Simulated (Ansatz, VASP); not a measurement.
Al2O3 in VASP and in Ansatz

INCAR

```
PREC = Accurate
ENCUT = 520
EDIFF = 1E-6
ISMEAR = 0
SIGMA = 0.05
LREAL = F
LASPH = T
NELM = 60
ALGO = Normal
ISIF = 2
LWAVE = F
LCHARG = T
GGA = PS
LELF = T
LVHAR = T
NBANDS = 35
```

Contents of KPOINTS:

```
Automatic mesh
0
Gamma
  6 6 6
```

POSCAR

```
Al2O3
1.0
    2.3866493474      1.3779326432      4.3377178304
   -2.3866493474      1.3779326432      4.3377178304
    0.0000000000     -2.7558652864      4.3377178304
Al O
4 6
Direct
    0.8405082487      0.8405082487      0.8405082487
    0.6594917513      0.6594917513      0.6594917513
    0.1594917513      0.1594917513      0.1594917513
    0.3405082487      0.3405082487      0.3405082487
    0.0558571577      0.4441428423      0.7500000000
    0.7500000000      0.0558571577      0.4441428423
    0.4441428423      0.7500000000      0.0558571577
    0.9441428423      0.5558571577      0.2500000000
    0.2500000000      0.9441428423      0.5558571577
    0.5558571577      0.2500000000      0.9441428423
```

Input for Ansatz:

```yaml
crystal:
  lattice:
    - [2.3866493474, 1.3779326432, 4.3377178304]
    - [-2.3866493474, 1.3779326432, 4.3377178304]
    - [0.0, -2.7558652864, 4.3377178304]
  atoms:
    - { symbol: Al, position: [0.8405082487, 0.8405082487, 0.8405082487] }
    - { symbol: Al, position: [0.6594917513, 0.6594917513, 0.6594917513] }
    - { symbol: Al, position: [0.1594917513, 0.1594917513, 0.1594917513] }
    - { symbol: Al, position: [0.3405082487, 0.3405082487, 0.3405082487] }
    - { symbol: O, position: [0.0558571577, 0.4441428423, 0.75] }
    - { symbol: O, position: [0.75, 0.0558571577, 0.4441428423] }
    - { symbol: O, position: [0.4441428423, 0.75, 0.0558571577] }
    - { symbol: O, position: [0.9441428423, 0.5558571577, 0.25] }
    - { symbol: O, position: [0.25, 0.9441428423, 0.5558571577] }
    - { symbol: O, position: [0.5558571577, 0.25, 0.9441428423] }
basis:
  ecutwfc: 520.0
kpoints:
  mp_grid: { grid: [6, 6, 6] }
hamiltonian:
  xc: pbesol
  pseudopotentials: { kind: paw, azcp: { folder: soft_1 } }
scf:
  occupations: { method: gaussian, width: 0.05 }
output:
  forces: true
  stress: true
  eigenvalues: true
```

Alike in both runs: task single point; functional PBEsol; k mesh 6 × 6 × 6; occupations gaussian, width 0.05 eV; no spin polarisation.

|  | VASP | Ansatz |
| --- | --- | --- |
| version | VASP 6.6.1 | Ansatz 0.2.0 |
| potentials or method | VASP PAW PBE potentials, release 64 (Al, O), cutoff 520 eV | scalar-relativistic, plane waves, PAW |
| valence electrons in the cell | 48 | 48 |

|  | VASP | Ansatz | Ansatz less VASP |
| --- | --- | --- | --- |
| gap on the k mesh at the Fermi level (eV) | 6.27 | 6.26 | -0.005 |
| least direct gap on the mesh (eV) | 6.27 | 6.26 | -0.005 |
| pressure (GPa) | 4.1 | 3.9 | -0.22 |
| traceless stress, the component that is largest in VASP (GPa) | 10.47 | 10.39 | -0.071 |
| rms of the force components (eV/Å) | 1.244 | 1.226 | -0.0183 |

VASP's potentials were made for PBE, not for PBEsol, and Ansatz warns of the same on its side. Atom by atom the forces differ by 0.019 eV/Å (rms over components).
